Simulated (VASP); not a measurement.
# HgS3 (I4/mmm) in VASP: a series of runs

Runs on HgS3. Level: PBE. Tasks: single point.

All numbers are computed with VASP 6.6.1; they aren't measurements. Logs are shortened: lines on timing, memory, paths and dates and some standing lists are left out, and cuts for length are marked.

**1. The cell of the first run**

The structure is tetragonal, space group I4/mmm (No. 139). The conventional cell has a = 4.296 Å, b = 4.296 Å, c = 9.597 Å, α = 90.00°, β = 90.00°, γ = 90.00°. Hg (site symmetry 4/mmm) has 12 S at 3.04 to 3.22 Å within 4.0 Å. S (site symmetry 4/mmm) has 4 Hg at 3.04 Å and 8 S at 3.22 Å within 4.0 Å. Within 4.0 Å of S (site symmetry -4m2) lie 8 S at 3.04 to 3.22 Å and 4 Hg at 3.22 Å.

**2. Single point, PBE**

File INCAR:

```
SYSTEM = HgS3
PREC     = Accurate       ! precision mode
ENCUT    = 520            ! plane-wave cutoff, eV
EDIFF    = 1E-6           ! SCF threshold, eV
ISMEAR   = 0              ! smearing method
SIGMA    = 0.1            ! smearing width, eV
LREAL    = .False.        ! projectors in reciprocal space
LASPH    = .True.         ! aspherical terms in the spheres
NELM     = 100            ! most SCF steps
ALGO     = Normal         ! electronic algorithm
ISIF     = 2              ! what is computed and relaxed
LWAVE    = .False.        ! write WAVECAR
LCHARG   = .True.         ! write CHGCAR
GGA      = PE             ! functional
LELF     = .True.         ! ELF
LVHAR    = .True.       
NBANDS   = 23             ! bands
```

File KPOINTS:

```
regular mesh
0
Gamma
  6 6 6
  0 0 0
```

File POSCAR:

```
HgS3
1.0
   -2.1482094518      2.1482094518      4.7985977365
    2.1482094518     -2.1482094518      4.7985977365
    2.1482094518      2.1482094518     -4.7985977365
Hg S
1 3
Direct
    0.0000000000      0.0000000000      0.0000000000
    0.5000000000      0.5000000000      0.0000000000
    0.2500000000      0.7500000000      0.5000000000
    0.7500000000      0.2500000000      0.5000000000
```

Potentials or basis: VASP PAW PBE potentials, release 64 (Hg, S).

Started as:

```console
$ cat potpaw_PBE.64/Hg/POTCAR potpaw_PBE.64/S/POTCAR > POTCAR
$ mpirun -np 1 vasp_std > vasp.out
```

OUTCAR:

```text
SYSTEM = HgS3
   PREC = Accurate
   ENCUT = 520
   EDIFF = 1E-6
   ISMEAR = 0
   LREAL = .False.
   LASPH = .True.
   NELM = 100
   ISIF = 2
   GGA = PE

 ion  position               nearest neighbor table
   1  0.000  0.000  0.000-   2 3.04   2 3.04   2 3.04   2 3.04   4 3.22   3 3.22   4 3.22   3 3.22
                             4 3.22   4 3.22   3 3.22   3 3.22
   2  0.500  0.500  0.000-   1 3.04   1 3.04   1 3.04   1 3.04
   3  0.250  0.750  0.500-   1 3.22   1 3.22   1 3.22   1 3.22
   4  0.750  0.250  0.500-   1 3.22   1 3.22   1 3.22   1 3.22

  LATTYP: Found a body centered tetragonal cell.
 ALAT       =     4.2964189036
 C/A-ratio  =     2.2337662338

  Lattice vectors:

 A1 = (  -2.1482094518,   2.1482094518,   4.7985977365)
 A2 = (   2.1482094518,  -2.1482094518,   4.7985977365)
 A3 = (   2.1482094518,   2.1482094518,  -4.7985977365)

Analysis of symmetry for initial positions (statically):
=====================================================================
 Subroutine PRICEL returns:
 Original cell was already a primitive cell.

 Routine SETGRP: Setting up the symmetry group for a
 body centered tetragonal supercell.

 Subroutine GETGRP returns: Found 16 space group operations
 (whereof 16 operations were pure point group operations)
 out of a pool of 16 trial point group operations.

The static configuration has the point symmetry D_4h.

Analysis of symmetry for dynamics (positions and initial velocities):
=====================================================================
 Subroutine PRICEL returns:
 Original cell was already a primitive cell.

 Routine SETGRP: Setting up the symmetry group for a
 body centered tetragonal supercell.

 Subroutine GETGRP returns: Found 16 space group operations
 (whereof 16 operations were pure point group operations)
 out of a pool of 16 trial point group operations.

The dynamic configuration has the point symmetry D_4h.

 Subroutine INISYM returns: Found 16 space group operations
 (whereof 16 operations are pure point group operations),
 and found     1 'primitive' translations

----------------------------------------------------------------------------------------

                                     Primitive cell

  volume of cell :      88.5783

  direct lattice vectors                    reciprocal lattice vectors
    -2.148209452  2.148209452  4.798597736     0.000000000  0.232751978  0.104197107
     2.148209452 -2.148209452  4.798597736     0.232751978  0.000000000  0.104197107
     2.148209452  2.148209452 -4.798597736     0.232751978  0.232751978  0.000000000

  length of vectors
     5.679449615  5.679449615  5.679449615     0.255010824  0.255010824  0.329161005

  position of ions in fractional coordinates (direct lattice)
     0.000000000  0.000000000  0.000000000
     0.500000000  0.500000000  0.000000000
     0.250000000  0.750000000  0.500000000
     0.750000000  0.250000000  0.500000000

  ion indices of the primitive-cell ions
   primitive index   ion index
                 1           1
                 2           2
                 3           3
                 4           4

----------------------------------------------------------------------------------------

 KPOINTS: regular mesh

Automatic generation of k-mesh.
 Grid dimensions read from file:
 generate k-points for:    6    6    6

 Generating k-lattice:

  Cartesian coordinates                     Fractional coordinates (reciprocal lattice)
     0.000000000  0.038791996  0.017366184     0.166666667  0.000000000  0.000000000
     0.038791996  0.000000000  0.017366184     0.000000000  0.166666667  0.000000000
     0.038791996  0.038791996  0.000000000     0.000000000  0.000000000  0.166666667

  Length of vectors
     0.042501804  0.042501804  0.054860167

  Shift w.r.t. Gamma in fractional coordinates (k-lattice)
     0.000000000  0.000000000  0.000000000

 Subroutine IBZKPT returns following result:
 ===========================================

 Found     30 irreducible k-points:

 Following reciprocal coordinates:
            Coordinates               Weight
  0.000000  0.000000  0.000000      1.000000
  0.166667  0.000000  0.000000      8.000000
  0.333333  0.000000  0.000000      8.000000
  0.500000  0.000000 -0.000000      4.000000
  0.166667  0.166667 -0.000000      8.000000
  0.333333  0.166667  0.000000     16.000000
[... 16 lines left out ...]
 -0.333333 -0.333333  0.166667      8.000000
 -0.166667 -0.333333  0.166667      8.000000
 [... further k-points ...]
   k-points           NKPTS =     30   k-points in BZ     NKDIM =     30   number of bands    NBANDS=     23
   number of dos      NEDOS =    301   number of ions     NIONS =      4
   total plane-waves  NPLWV =  74088
   dimension x,y,z NGX =    42 NGY =   42 NGZ =   42
   dimension x,y,z NGXF=    84 NGYF=   84 NGZF=   84
   ions per type =               1   3
   NGX,Y,Z   is equivalent  to a cutoff of  12.29, 12.29, 12.29 a.u.
   NGXF,Y,Z  is equivalent  to a cutoff of  24.59, 24.59, 24.59 a.u.
 SYSTEM =  HgS3
   PREC   = accura    normal or accurate (medium, high low for compatibility)
   ISTART =      0    job   : 0-new  1-cont  2-samecut
   ICHARG =      2    charge: 1-file 2-atom 10-const
   ISPIN  =      1    spin polarized calculation?
   LNONCOLLINEAR =      F non collinear calculations
   LSORBIT =      F    spin-orbit coupling
   LASPH  =      T    aspherical Exc in radial PAW
   ENCUT  =  520.0 eV  38.22 Ry    6.18 a.u.  10.56 10.56 10.56*2*pi/ulx,y,z
   NELM   =    100;   NELMIN=  2; NELMDL= -5     # of ELM steps
   EDIFF  = 0.1E-05   stopping-criterion for ELM
   LREAL  =      F    real-space projection
   EDIFFG = 0.1E-04   stopping-criterion for IOM
   NSW    =      0    number of steps for IOM
   IBRION =     -1    ionic relax: 0-MD 1-quasi-New 2-CG
   NFREE  =      0    steps in history (QN), initial steepest desc. (CG)
   ISIF   =      2    stress and relaxation
   ISYM   =      2    0-nonsym 1-usesym 2-fastsym
   POTIM  = 0.5000    time-step for ionic-motion
   TEBEG  =    0.0;   TEEND  =   0.0 temperature during run
   PSTRESS=    0.0 pullay stress
   NELECT =      30.0000    total number of electrons
   NUPDOWN=      -1.0000    fix difference up-down
   EMIN   =  10.00;   EMAX   =-10.00  energy-range for DOS
   EFERMI =   0.00;   METHOD = LEGACY
   ISMEAR =     0;   SIGMA  =   0.10  broadening in eV -4-tet -1-fermi 0-gaus
   EFERMI_NEDOS =   21; number of points for ismear=-14 and -15
   IALGO  =     38    algorithm
   IMIX   =      4    mixing-type and parameters
     AMIX     =   0.40;   BMIX     =  1.00
     AMIX_MAG =   1.60;   BMIX_MAG =  1.00
  volume/ion in A,a.u.               =      22.14       149.44
  Fermi-wavevector in a.u.,A,eV,Ry     =   1.141141  2.156444 17.717551  1.302203
  Thomas-Fermi vector in A             =   2.277842
   LORBIT       =      0    0 simple, 1 ext, 2 COOP (PROOUT), +10 PAW based schemes
   GGA     = PE    functional components
   LHFCALC =     F    Hartree Fock is set to
   AEXX    =    0.0000 exact exchange contribution
   IVDW    =     0    specifies the selected vdW correction
   LEPSILON=     F    determine dielectric tensor
   LRPA    =     F    only Hartree local field effects (RPA)
 non-spin polarized calculation
 Gauss-broadening in eV      SIGMA  =   0.10
  energy-cutoff  :      520.00
  volume of cell :       88.58
 maximum number of plane-waves:      2408
   NGX = 21   NGY = 21   NGZ = 21

 number of electron      30.0000004 magnetization

 Free energy of the ion-electron system (eV)
  ---------------------------------------------------
  ext. energy  EPLUGINS =         0.00000000
  ---------------------------------------------------
  free energy    TOTEN  =        -8.37141406 eV

  energy without entropy =       -8.35523390  energy(sigma->0) =       -8.36332398

 E-fermi :   3.1390     XC(G=0):  -9.9885

 val. band max:        3.1212053036   @ k =  -0.3333   0.1667   0.0000
 cond. band min:       3.1443956645   @ k =  -0.3333  -0.3333   0.1667
 fundamental gap:      0.0231903609
 Fermi energy:         3.1389943789

 k-point     1 :       0.0000    0.0000    0.0000
  band No.  band energies     occupation
      1     -10.4940      2.00000
      2      -8.0714      2.00000
      3      -7.5120      2.00000
      4      -2.9329      2.00000
      5      -2.8412      2.00000
      6      -2.8412      2.00000
[... 15 lines left out ...]
     22      11.0034      0.00000
     23      11.5173      0.00000

 k-point     2 :       0.1667    0.0000    0.0000
  band No.  band energies     occupation
      1     -10.3232      2.00000
      2      -8.1058      2.00000
      3      -7.7209      2.00000
      4      -2.9194      2.00000
      5      -2.8148      2.00000
      6      -2.8132      2.00000
[... 15 lines left out ...]
     22      11.8495      0.00000
     23      12.3219      0.00000

 k-point     3 :       0.3333    0.0000    0.0000
  band No.  band energies     occupation
      1      -9.8474      2.00000
      2      -8.3826      2.00000
      3      -8.0561      2.00000
      4      -3.0219      2.00000
      5      -2.9345      2.00000
      6      -2.7777      2.00000
[... 15 lines left out ...]
     22      11.8471      0.00000
     23      13.2728      0.00000

 k-point     4 :       0.5000    0.0000   -0.0000
  band No.  band energies     occupation
      1      -9.3178      2.00000
      2      -8.9300      2.00000
      3      -8.1022      2.00000
      4      -3.1328      2.00000
      5      -3.0065      2.00000
      6      -2.7941      2.00000
[... 15 lines left out ...]
     22      12.8822      0.00000
     23      13.1634      0.00000

 k-point     5 :       0.1667    0.1667   -0.0000
  band No.  band energies     occupation
      1     -10.1122      2.00000
      2      -8.2234      2.00000
      3      -7.8856      2.00000
      4      -2.8812      2.00000
      5      -2.8615      2.00000
      6      -2.8580      2.00000
[... 15 lines left out ...]
     22      11.6805      0.00000
     23      11.8987      0.00000

 k-point     6 :       0.3333    0.1667    0.0000
  band No.  band energies     occupation
      1      -9.6307      2.00000
      2      -8.4908      2.00000
      3      -8.1683      2.00000
      4      -2.9949      2.00000
      5      -2.8507      2.00000
      6      -2.7641      2.00000
[... 15 lines left out ...]
     22      11.8764      0.00000
     23      12.5769      0.00000

 k-point     7 :       0.5000    0.1667    0.0000
  band No.  band energies     occupation
      1      -9.2415      2.00000
      2      -8.8609      2.00000
      3      -8.1855      2.00000
      4      -3.0070      2.00000
      5      -2.8878      2.00000
      6      -2.7977      2.00000
[... 353 lines left out ...]
     22      13.0661      0.00000
     23      13.2760      0.00000

 k-point    21 :      -0.3333    0.5000    0.1667
  band No.  band energies     occupation
      1      -9.3748      2.00000
      2      -8.7712      2.00000
      3      -8.2214      2.00000
      4      -2.9921      2.00000
      5      -2.8007      2.00000
      6      -2.7611      2.00000
[... 15 lines left out ...]
     22      12.0473      0.00000
     23      12.7038      0.00000

 k-point    22 :      -0.1667    0.5000    0.1667
  band No.  band energies     occupation
      1      -9.6076      2.00000
      2      -8.6793      2.00000
      3      -8.1043      2.00000
      4      -2.9508      2.00000
      5      -2.9383      2.00000
      6      -2.7653      2.00000
[... 15 lines left out ...]
     22      11.7558      0.00000
     23      12.3639      0.00000

 k-point    23 :      -0.3333   -0.3333    0.1667
  band No.  band energies     occupation
      1      -9.8549      2.00000
      2      -8.6047      2.00000
      3      -7.9115      2.00000
      4      -2.8830      2.00000
      5      -2.7984      2.00000
      6      -2.7295      2.00000
[... 15 lines left out ...]
     22      10.9794      0.00000
     23      11.7459      0.00000

 k-point    24 :      -0.1667   -0.3333    0.1667
  band No.  band energies     occupation
      1     -10.1294      2.00000
      2      -8.4303      2.00000
      3      -7.7431      2.00000
      4      -2.8602      2.00000
      5      -2.7929      2.00000
      6      -2.7355      2.00000
[... 15 lines left out ...]
     22      11.2220      0.00000
     23      12.1390      0.00000

 [... further k-points ...]

------------------------ aborting loop because EDIFF is reached ----------------------------------------

  FORCE on cell =-STRESS in cart. coord.  units (eV):
  Direction    XX          YY          ZZ          XY          YZ          ZX
  --------------------------------------------------------------------------------------
  -------------------------------------------------------------------------------------
  Total       -5.3931682     -5.3931682     -1.3390210      0.0000000      0.0000000      0.0000000
  in kB      -97.5499307    -97.5499307    -24.2197908      0.0000000      0.0000000      0.0000000
  external PRESSURE =     -73.1065507 kB  Pullay stress =       0.0000000 kB

 VOLUME and BASIS-vectors are now :
 -----------------------------------------------------------------------------
  energy-cutoff  :      520.00
  volume of cell :       88.58
      direct lattice vectors                 reciprocal lattice vectors
    -2.148209452  2.148209452  4.798597736     0.000000000  0.232751978  0.104197107
     2.148209452 -2.148209452  4.798597736     0.232751978  0.000000000  0.104197107
     2.148209452  2.148209452 -4.798597736     0.232751978  0.232751978  0.000000000

 POSITION                                       TOTAL-FORCE (eV/Angst)
 -----------------------------------------------------------------------------------
      0.00000      0.00000      0.00000         0.000000     -0.000000      0.000000
      0.00000      0.00000      4.79860         0.000000     -0.000000      0.000000
      2.14821     -0.00000      2.39930        -0.000000      0.000000      0.000000
     -0.00000      2.14821      2.39930         0.000000     -0.000000     -0.000000
 -----------------------------------------------------------------------------------
    total drift:                               -0.000000     -0.000000      0.000000

  FREE ENERGIE OF THE ION-ELECTRON SYSTEM (eV)
  ---------------------------------------------------
  free  energy   TOTEN  =        -8.3714140551 eV

  energy  without entropy=       -8.3552339035  energy(sigma->0) =       -8.36332398
```

Run time: 86 s. Hardware: 1 thread of Intel Xeon Platinum 8488C (Sapphire Rapids), shared host; peak memory 0.28 GiB.

Results:

```
Free energy            : -8.3714 eV
Pressure               : -7.3 GPa
Band gap on the k mesh : zero (band 15 reaches 3.35 eV, above the bottom of band 16 at 2.79 eV)
```

Caveat: spin-orbit coupling is left out, which moves the levels of the heavy elements.

**3. Single point, PBE**

This run uses another cell than the first one, of 26.26 Å³/atom, 1.186 times its volume.

File INCAR:

```
SYSTEM = HgS3
ALGO = Normal
EDIFF = 1E-6
ENCUT = 520
GGA = PE
ISIF = 2
ISMEAR = 0
LASPH = .TRUE.
LCHARG = .FALSE.
LREAL = .FALSE.
LWAVE = .FALSE.
NBANDS = 23
NELM = 60
PREC = Accurate
SIGMA = 0.1
```

File KPOINTS:

```
k-points
0
G
  6 6 6
  0 0 0
```

File POSCAR:

```
HgS3
1.0
   -1.7752393048      1.7752393048      8.3322237278
    1.7752393048     -1.7752393048      8.3322237278
    1.7752393048      1.7752393048     -8.3322237278
Hg S
1 3
Direct
    0.0000000000      0.0000000000      0.0000000000
    0.5000000000      0.5000000000      0.0000000000
    0.2500000000      0.7500000000      0.5000000000
    0.7500000000      0.2500000000      0.5000000000
```

Potentials or basis: VASP PAW PBE potentials, release 64 (Hg, S).

Started as:

```console
$ cat potpaw_PBE.64/Hg/POTCAR potpaw_PBE.64/S/POTCAR > POTCAR
$ mpirun -np 1 vasp_std > vasp.out
```

It took 6.3 min on 1 thread of Intel Xeon Platinum 8488C (Sapphire Rapids), shared host; peak memory 0.67 GiB.

Results (log left out):

```
Free energy            : -10.8698 eV
Pressure               : 0.2 GPa
Band gap on the k mesh : zero (band 15 reaches 2.44 eV, above the bottom of band 16 at 0.76 eV)
```

Stress tensor (GPa, compression positive):
```
0.33 0.00 0.00
0.00 0.33 0.00
0.00 0.00 0.04
```

Levels at points of the mesh, in eV from the Fermi level:
| k point | band 11 | band 12 | band 13 | band 14 | band 15 | band 16 | band 17 | band 18 |
| --- | --- | --- | --- | --- | --- | --- | --- | --- |
| (0.00, 0.00, 0.00) | -4.01 | -2.23 | -1.95 | -1.95 | 0.07 | 1.15 | 3.61 | 3.61 |
| (0.50, 0.00, 0.00) | -1.76 | -1.69 | -1.69 | -0.76 | -0.75 | -0.60 | 1.46 | 3.47 |
| (0.50, 0.50, 0.00) | -4.42 | -4.41 | -1.72 | -1.11 | -1.10 | -0.98 | 5.26 | 5.26 |
| (0.50, 0.50, 0.50) | -3.78 | -2.55 | -1.95 | -1.95 | 0.15 | 1.15 | 3.61 | 3.61 |

Caveat: the k points lie up to 0.42 Å⁻¹ apart; spin-orbit coupling is left out, which moves the levels of the heavy elements.

**4. Single point, PBE**

This run uses another cell than the first one, of 26.26 Å³/atom, 1.186 times its volume.

File INCAR:

```
SYSTEM = HgS3
ALGO = Normal
EDIFF = 1E-6
ENCUT = 500
GGA = PE
GGA_COMPAT = .FALSE.
ISIF = 2
ISMEAR = 0
LASPH = .TRUE.
LCHARG = .FALSE.
LREAL = .FALSE.
LWAVE = .FALSE.
NBANDS = 27
NELM = 120
PREC = Accurate
SIGMA = 0.1
```

KPOINTS is that of step 3.

POSCAR is that of step 3.

Potentials or basis: VASP PAW PBE potentials, release 64 (Hg_sv_GW, S).

Started as:

```console
$ cat potpaw_PBE.64/Hg_sv_GW/POTCAR potpaw_PBE.64/S/POTCAR > POTCAR
$ mpirun -np 1 vasp_std > vasp.out
```

It took 9.1 min on 1 thread of AMD EPYC 7R43 (Zen 3), shared host; peak memory 0.55 GiB.

The run converged. Its results:

```
Free energy            : -10.9305 eV
Pressure               : -0.4 GPa
Band gap on the k mesh : zero (band 19 reaches 3.17 eV, above the bottom of band 20 at 1.47 eV)
```

Stress tensor (GPa, compression positive):
```
-0.42  0.00  0.00
 0.00 -0.42  0.00
 0.00  0.00 -0.27
```

Levels at points of the mesh, in eV from the Fermi level:
```tsv
k point	band 14	band 15	band 16	band 17	band 18	band 19	band 20	band 21	band 22	band 23
(0.00, 0.00, 0.00)	-4.17	-4.01	-2.24	-1.99	-1.99	0.07	1.15	3.61	3.61	4.61
(0.50, 0.00, 0.00)	-1.76	-1.76	-1.69	-1.69	-0.76	-0.75	-0.60	1.47	3.46	5.05
(0.50, 0.50, 0.00)	-4.70	-4.42	-4.41	-1.72	-1.12	-1.10	-1.01	5.26	5.26	5.46
(0.50, 0.50, 0.50)	-4.17	-3.79	-2.56	-1.98	-1.98	0.15	1.15	3.61	3.61	4.63
```

Caveat: the k points lie up to 0.42 Å⁻¹ apart; spin-orbit coupling is left out, which moves the levels of the heavy elements.

**5. Overview**

| potentials or basis | cell | cutoff (eV) | second run | gap on the mesh (eV) | pressure (GPa) |
| --- | --- | --- | --- | --- | --- |
| VASP PAW PBE potentials, release 64 (Hg, S) | a = 5.679 Å, angles 135.6, 135.6, 64.7°, 4 atoms | 520 | - | none | -7.3 |
| VASP PAW PBE potentials, release 64 (Hg, S) | a = 8.702 Å, angles 156.5, 156.5, 33.5°, 4 atoms | 520 | - | none | 0.2 |
| VASP PAW PBE potentials, release 64 (Hg_sv_GW, S) | a = 8.702 Å, angles 156.5, 156.5, 33.5°, 4 atoms | 500 | valence_matched | none | -0.4 |

Alike in all rows: task single point; level PBE; no spin polarisation; k mesh 6 × 6 × 6; smearing gaussian 0.1 eV.

Caveats: some runs use coarse meshes; spin-orbit coupling is left out, which moves the levels of the heavy elements.

Total energies depend on the potentials used, so only differences within one code and one set of settings carry meaning.
